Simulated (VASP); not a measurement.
A run of VASP 6.6.1:

The input INCAR:

```
SYSTEM = Ga2Ge3O
ALGO     = Normal         ! electronic algorithm
EDIFF    = 1E-6           ! SCF threshold, eV
ENCUT    = 520            ! plane-wave cutoff, eV
GGA      = PE             ! functional
ISIF     = 2              ! what is computed and relaxed
ISMEAR   = 0              ! smearing method
LASPH    = .True.         ! aspherical terms in the spheres
LCHARG   = .False.        ! write CHGCAR
LREAL    = .False.        ! projectors in reciprocal space
LWAVE    = .False.        ! write WAVECAR
NBANDS   = 46             ! bands
NELM     = 100            ! most SCF steps
PREC     = Accurate       ! precision mode
SIGMA    = 0.1            ! smearing width, eV
```

File KPOINTS:

```
k-points
0
Gamma
  6 6 2
  0 0 0
```

Contents of POSCAR:

```
Ga2Ge3O
1.0
    3.7816991315      0.0000000000      0.0000000000
    0.0000000000      3.7816991315      0.0000000000
    0.0000000000      0.0000000000      7.6107690871
Ga Ge O
2 3 1
Direct
    0.0000000000      0.0000000000      0.0866177062
    0.5000000000      0.5000000000      0.3484851948
    0.0000000000      0.0000000000      0.7502560496
    0.0000000000      0.0000000000      0.4223898032
    0.5000000000      0.5000000000      0.8166935956
    0.5000000000      0.5000000000      0.0755576606
```

Potentials or basis: VASP PAW PBE potentials, release 64 (Ga_d, Ge_d, O).

Launch:

```sh
$ cat potpaw_PBE.64/Ga_d/POTCAR potpaw_PBE.64/Ge_d/POTCAR potpaw_PBE.64/O/POTCAR > POTCAR
$ mpirun -np 1 vasp_std > vasp.out
```

Hardware: 1 thread of AMD EPYC 9R45 96-Core Processor (Zen 5) (shared host).

**Question.** Estimate the wall time of this run.

**Answer.** Wall time 52 s on 1 thread of AMD EPYC 9R45 96-Core Processor (Zen 5), on a shared host, peak memory 0.22 GiB. Counts: scf iterations 15, k points 20.
